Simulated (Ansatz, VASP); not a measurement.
## MgI2: VASP beside Ansatz

Contents of INCAR:

```
SYSTEM = MgI2
ALGO = Normal ; EDIFF = 1E-6
ENCUT = 520 ; GGA = PE
ISIF = 2 ; ISMEAR = 0
LASPH = .True. ; LCHARG = .False.
LREAL = .False. ; LWAVE = .False.
NBANDS = 15 ; NELM = 80
PREC = Accurate ; SIGMA = 0.01
```

KPOINTS

```
k-points
0
Gamma
  6 6 6
  0 0 0
```

Contents of POSCAR:

```
MgI2
1.0
    0.0000000000      3.7557205887      3.7557205887
    3.7557205887      0.0000000000      3.7557205887
    3.7557205887      3.7557205887      0.0000000000
Mg I
1 2
Direct
    0.0000000000      0.0000000000      0.0000000000
    0.2500000000      0.2500000000      0.2500000000
    0.7500000000      0.7500000000      0.7500000000
```

Input for Ansatz:

```yaml
crystal:
  lattice:
    - [0.0, 3.7557205887, 3.7557205887]
    - [3.7557205887, 0.0, 3.7557205887]
    - [3.7557205887, 3.7557205887, 0.0]
  atoms:
    - { symbol: Mg, position: [0.0, 0.0, 0.0] }
    - { symbol: I, position: [0.25, 0.25, 0.25] }
    - { symbol: I, position: [0.75, 0.75, 0.75] }
kpoints:
  mp_grid: { grid: [6, 6, 6] }
  band_path:
    path:
      - [0.0, 0.0, 0.0]
      - [0.5, 0.0, 0.5]
      - [0.625, 0.25, 0.625]
      - [0.375, 0.375, 0.75]
      - [0.5, 0.5, 0.5]
      - [0.5, 0.25, 0.75]
      - [0.0, 0.5, 0.5]
    npoints: 1
hamiltonian:
  xc: pbe
scf:
  occupations: { method: fixed }
  n_extra_bands: 4
output:
  forces: true
  stress: true
  eigenvalues: true
```

Alike in both runs: task single point; functional PBE; k mesh 6 × 6 × 6; no spin polarisation.

|  | VASP | Ansatz |
| --- | --- | --- |
| version | VASP 6.6.1 | Ansatz 0.2.0 |
| potentials or method | VASP PAW PBE potentials, release 64 (Mg, I) | plane waves, PAW |
| plane-wave cutoff (eV) | 520 | 420 |
| occupations | gaussian, width 0.01 eV | fixed |
| valence electrons in the cell | 16 | 44 |

```tsv
	VASP	Ansatz	Ansatz less VASP
gap on the k mesh at the Fermi level (eV)	0.58	0.61	+0.027
pressure (GPa)	0.2	0.2	+0.04
```

VASP's potentials hold 16 valence electrons a cell and Ansatz's 44, so a difference there can come from the potentials and not from the codes.

Neither program's run includes spin-orbit coupling.
